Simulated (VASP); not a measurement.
# SnTe (Pm-3m) in VASP: notebook

SnTe is run at these levels: r2SCAN, PBE; tasks: single point.

Everything below comes from runs of VASP 6.6.1. Logs are shortened: lines on timing, memory, paths and dates and some standing lists are left out, and cuts for length are marked.

### 1 The cell of the first run

It takes space group Pm-3m (No. 221, cubic). The conventional cell has a = 3.866 Å, b = 3.866 Å, c = 3.866 Å, α = 90.00°, β = 90.00°, γ = 90.00°. Within 4.4 Å of Sn (site symmetry m-3m) lie 8 Te at 3.35 Å and 6 Sn at 3.87 Å. Te (site symmetry m-3m) has 8 Sn at 3.35 Å and 6 Te at 3.87 Å within 4.4 Å.

### 2 Single point, r2SCAN (strained)

POSCAR

```
SnTe
1.0
    3.8660825170      0.0000000000      0.0000000000
    0.0000000000      3.8660825170      0.0000000000
    0.0000000000      0.0000000000      3.8660825170
Sn Te
1 1
Direct
    0.0000000000      0.0000000000      0.0000000000
    0.5000000000      0.5000000000      0.5000000000
```

INCAR.step1

```
PREC = Accurate ; ENCUT = 550
ISMEAR = 0 ; SIGMA = 0.1
LREAL = False ; LASPH = True
NELM = 120 ; NBANDS = 17
GGA = PE ; ALGO = Normal
EDIFF = 1E-5 ; LWAVE = True
LCHARG = False ; GGA_COMPAT = False
```

INCAR.step2

```
PREC = Accurate ; ENCUT = 550
EDIFF = 1E-6 ; ISMEAR = 0
SIGMA = 0.1 ; LREAL = False
LASPH = True ; NELM = 120
ALGO = Normal ; ISIF = 2
LWAVE = False ; LCHARG = False
METAGGA = R2SCAN ; LMIXTAU = True
NBANDS = 17 ; ISTART = 1
GGA_COMPAT = False
```

KPOINTS

```
regular mesh
0
Gamma
  12 12 12
```

Potentials or basis: VASP PAW PBE potentials, release 64 (Sn_d, Te).

On the command line:

```sh
$ cat potpaw_PBE.64/Sn_d/POTCAR potpaw_PBE.64/Te/POTCAR > POTCAR
$ cp INCAR.step1 INCAR
$ mpirun -np 1 vasp_std > vasp.out
$ cp INCAR.step2 INCAR
$ mpirun -np 1 vasp_std > vasp.out
```

OUTCAR:

```text
PREC = Accurate
   ENCUT = 550
   EDIFF = 1E-6
   ISMEAR = 0
   LREAL = False
   LASPH = True
   NELM = 120
   ISIF = 2
   METAGGA = R2SCAN
   ISTART = 1

 ion  position               nearest neighbor table
   1  0.000  0.000  0.000-   2 3.35   2 3.35   2 3.35   2 3.35   2 3.35   2 3.35   2 3.35   2 3.35

   2  0.500  0.500  0.500-   1 3.35   1 3.35   1 3.35   1 3.35   1 3.35   1 3.35   1 3.35   1 3.35

  LATTYP: Found a simple cubic cell.
 ALAT       =     3.8660825170

  Lattice vectors:

 A1 = (   3.8660825170,   0.0000000000,   0.0000000000)
 A2 = (   0.0000000000,   3.8660825170,   0.0000000000)
 A3 = (   0.0000000000,   0.0000000000,   3.8660825170)

Analysis of symmetry for initial positions (statically):
=====================================================================
 Subroutine PRICEL returns:
 Original cell was already a primitive cell.

 Routine SETGRP: Setting up the symmetry group for a
 simple cubic supercell.

 Subroutine GETGRP returns: Found 48 space group operations
 (whereof 48 operations were pure point group operations)
 out of a pool of 48 trial point group operations.

The static configuration has the point symmetry O_h .

Analysis of symmetry for dynamics (positions and initial velocities):
=====================================================================
 Subroutine PRICEL returns:
 Original cell was already a primitive cell.

 Routine SETGRP: Setting up the symmetry group for a
 simple cubic supercell.

 Subroutine GETGRP returns: Found 48 space group operations
 (whereof 48 operations were pure point group operations)
 out of a pool of 48 trial point group operations.

The dynamic configuration has the point symmetry O_h .

 Subroutine INISYM returns: Found 48 space group operations
 (whereof 48 operations are pure point group operations),
 and found     1 'primitive' translations

----------------------------------------------------------------------------------------

                                     Primitive cell

  volume of cell :      57.7848

  direct lattice vectors                    reciprocal lattice vectors
     3.866082517  0.000000000  0.000000000     0.258659766  0.000000000  0.000000000
     0.000000000  3.866082517  0.000000000     0.000000000  0.258659766  0.000000000
     0.000000000  0.000000000  3.866082517     0.000000000  0.000000000  0.258659766

  length of vectors
     3.866082517  3.866082517  3.866082517     0.258659766  0.258659766  0.258659766

  position of ions in fractional coordinates (direct lattice)
     0.000000000  0.000000000  0.000000000
[... 74 lines left out ...]
   LSORBIT =      F    spin-orbit coupling
   LASPH  =      T    aspherical Exc in radial PAW
   ENCUT  =  550.0 eV  40.42 Ry    6.36 a.u.   7.39  7.39  7.39*2*pi/ulx,y,z
   NELM   =    120;   NELMIN=  2; NELMDL=  0     # of ELM steps
   EDIFF  = 0.1E-05   stopping-criterion for ELM
   LREAL  =      F    real-space projection
   EDIFFG = 0.1E-04   stopping-criterion for IOM
   NSW    =      0    number of steps for IOM
   IBRION =     -1    ionic relax: 0-MD 1-quasi-New 2-CG
   NFREE  =      0    steps in history (QN), initial steepest desc. (CG)
   ISIF   =      2    stress and relaxation
   ISYM   =      2    0-nonsym 1-usesym 2-fastsym
   POTIM  = 0.5000    time-step for ionic-motion
   TEBEG  =    0.0;   TEEND  =   0.0 temperature during run
   PSTRESS=    0.0 pullay stress
   NELECT =      20.0000    total number of electrons
   NUPDOWN=      -1.0000    fix difference up-down
   EMIN   =  10.00;   EMAX   =-10.00  energy-range for DOS
   EFERMI =   0.00;   METHOD = LEGACY
   ISMEAR =     0;   SIGMA  =   0.10  broadening in eV -4-tet -1-fermi 0-gaus
   EFERMI_NEDOS =   21; number of points for ismear=-14 and -15
   IALGO  =     38    algorithm
   IMIX   =      4    mixing-type and parameters
     AMIX     =   0.40;   BMIX     =  1.00
     AMIX_MAG =   1.60;   BMIX_MAG =  1.00
  volume/ion in A,a.u.               =      28.89       194.98
  Fermi-wavevector in a.u.,A,eV,Ry     =   1.149424  2.172097 17.975694  1.321176
  Thomas-Fermi vector in A             =   2.286094
   LORBIT       =      0    0 simple, 1 ext, 2 COOP (PROOUT), +10 PAW based schemes
   METAGGA = R2SCAN    functional components
   LHFCALC =     F    Hartree Fock is set to
   AEXX    =    0.0000 exact exchange contribution
   IVDW    =     0    specifies the selected vdW correction
   LEPSILON=     F    determine dielectric tensor
   LRPA    =     F    only Hartree local field effects (RPA)
 non-spin polarized calculation
 Gauss-broadening in eV      SIGMA  =   0.10
  energy-cutoff  :      550.00
  volume of cell :       57.78
 maximum number of plane-waves:      1743
 NGX is ok and might be reduce to    30
   NGX = 15   NGY = 15   NGZ = 15

 number of electron      19.9999990 magnetization

 Free energy of the ion-electron system (eV)
  ---------------------------------------------------
  ext. energy  EPLUGINS =         0.00000000
  ---------------------------------------------------
  free energy    TOTEN  =       -50.07089357 eV

  energy without entropy =      -50.06643392  energy(sigma->0) =      -50.06866375

 E-fermi :   7.3243     XC(G=0): -10.5998

 val. band max:        7.3081921531   @ k =   0.2500   0.1667   0.0000
 cond. band min:       7.3648719520   @ k =   0.5000   0.5000   0.3333
 fundamental gap:      0.0566797990
 Fermi energy:         7.3243339167

 k-point     1 :       0.0000    0.0000    0.0000
  band No.  band energies     occupation
      1     -15.0535      2.00000
      2     -15.0535      2.00000
      3     -15.0114      2.00000
      4     -15.0114      2.00000
      5     -15.0114      2.00000
      6      -5.7029      2.00000
[... 457 lines left out ...]
      4     -15.0190      2.00000
      5     -15.0047      2.00000
      6      -3.8339      2.00000
[... 9 lines left out ...]
     16      16.1775      0.00000
     17      16.5284      0.00000

 [... further k-points ...]
[... 5 lines left out ...]
  --------------------------------------------------------------------------------------
  -------------------------------------------------------------------------------------
  Total        0.2311617      0.2311617      0.2311617     -0.0000000     -0.0000000      0.0000000
  in kB        6.4093359      6.4093359      6.4093359     -0.0000000     -0.0000000      0.0000000
  external PRESSURE =       6.4093359 kB  Pullay stress =       0.0000000 kB

 VOLUME and BASIS-vectors are now :
 -----------------------------------------------------------------------------
  energy-cutoff  :      550.00
  volume of cell :       57.78
      direct lattice vectors                 reciprocal lattice vectors
     3.866082517  0.000000000  0.000000000     0.258659766  0.000000000  0.000000000
     0.000000000  3.866082517  0.000000000     0.000000000  0.258659766  0.000000000
     0.000000000  0.000000000  3.866082517     0.000000000  0.000000000  0.258659766

 POSITION                                       TOTAL-FORCE (eV/Angst)
 -----------------------------------------------------------------------------------
      0.00000      0.00000      0.00000         0.000000      0.000000      0.000000
      1.93304      1.93304      1.93304         0.000000      0.000000      0.000000
 -----------------------------------------------------------------------------------
    total drift:                                0.000000     -0.000000     -0.000000

  FREE ENERGIE OF THE ION-ELECTRON SYSTEM (eV)
  ---------------------------------------------------
  free  energy   TOTEN  =       -50.0708935725 eV

  energy  without entropy=      -50.0664339197  energy(sigma->0) =      -50.06866375
```

OUTCAR.step1:

```text
PREC = Accurate
   ENCUT = 550
   ISMEAR = 0
   LREAL = False
   LASPH = True
[... 703 lines left out ...]
      0.00000      0.00000      0.00000         0.000000      0.000000      0.000000
      1.93304      1.93304      1.93304         0.000000      0.000000      0.000000
 -----------------------------------------------------------------------------------
    total drift:                                0.000000     -0.000000     -0.000000

  FREE ENERGIE OF THE ION-ELECTRON SYSTEM (eV)
  ---------------------------------------------------
  free  energy   TOTEN  =        -7.0832696955 eV

  energy  without entropy=       -7.0780602738  energy(sigma->0) =       -7.08066498
```

Run time: 6 min. Hardware: 1 thread of Intel Xeon 8259CL, shared host; peak memory 0.24 GiB.

What came out:

| Item | Value |
| --- | --- |
| Free energy | -50.0709 eV |
| Pressure | 0.6 GPa |
| Band gap on the k mesh | zero (bands 10 and 11 overlap by 1.89 eV) |

Caveat: the cell differs from its parent crystal (strained); the PAW data sets were made with another functional, which shifts forces and pressure a little; spin-orbit coupling is left out, which moves the levels of the heavy elements.

### 3 Single point, PBE (strained)

INCAR

```
PREC = Accurate
ENCUT = 520
EDIFF = 1E-7
ISMEAR = 0
SIGMA = 0.1
LREAL = F
LASPH = T
NELM = 60
ALGO = Normal
ISIF = 2
LWAVE = F
LCHARG = T
GGA = PE
LELF = T
LVHAR = T
NBANDS = 17
```

KPOINTS is that of step 2.

POSCAR

```
SnTe
1.0
    3.7709249780      0.0000000000      0.0000000000
    0.0000000000      3.7709249780      0.0000000000
    0.0000000000      0.0000000000      3.7709249780
Sn Te
1 1
Direct
    0.0000000000      0.0000000000      0.0000000000
    0.5000000000      0.5000000000      0.5000000000
```

Potentials or basis: VASP PAW PBE potentials, release 64 (Sn_d, Te).

On the command line:

```sh
$ cat potpaw_PBE.64/Sn_d/POTCAR potpaw_PBE.64/Te/POTCAR > POTCAR
$ mpirun -np 1 vasp_std > vasp.out
```

Run time: 95 s. Hardware: 1 thread of Intel Xeon 8259CL, shared host; peak memory 0.21 GiB.

Results (log left out):

```yaml
Free_energy: -7.0100 eV
Pressure: 4.8 GPa
Band_gap_on_the_k_mesh: zero (bands 10 and 11 overlap by 2.36 eV)
```

Levels at points of the mesh, in eV from the Fermi level:
| k point | band 6 | band 7 | band 8 | band 9 | band 10 | band 11 | band 12 | band 13 | band 14 | band 15 |
| --- | --- | --- | --- | --- | --- | --- | --- | --- | --- | --- |
| (0.00, 0.00, 0.00) | -13.07 | -4.96 | -1.98 | -1.98 | -1.98 | 3.35 | 3.35 | 6.08 | 6.08 | 6.08 |
| (0.50, 0.00, 0.00) | -11.62 | -8.73 | -0.28 | -0.28 | 0.35 | 0.36 | 2.26 | 2.26 | 5.18 | 6.17 |
| (0.50, 0.50, 0.00) | -10.59 | -6.51 | -5.42 | -5.42 | 0.36 | 3.69 | 4.12 | 4.12 | 6.16 | 7.41 |
| (0.50, 0.50, 0.50) | -9.93 | -5.11 | -3.28 | -3.28 | -3.28 | -1.66 | -1.66 | -1.66 | 15.14 | 15.14 |

Caveat: the cell differs from its parent crystal (strained); the cell stands under pressure; spin-orbit coupling is left out, which moves the levels of the heavy elements.
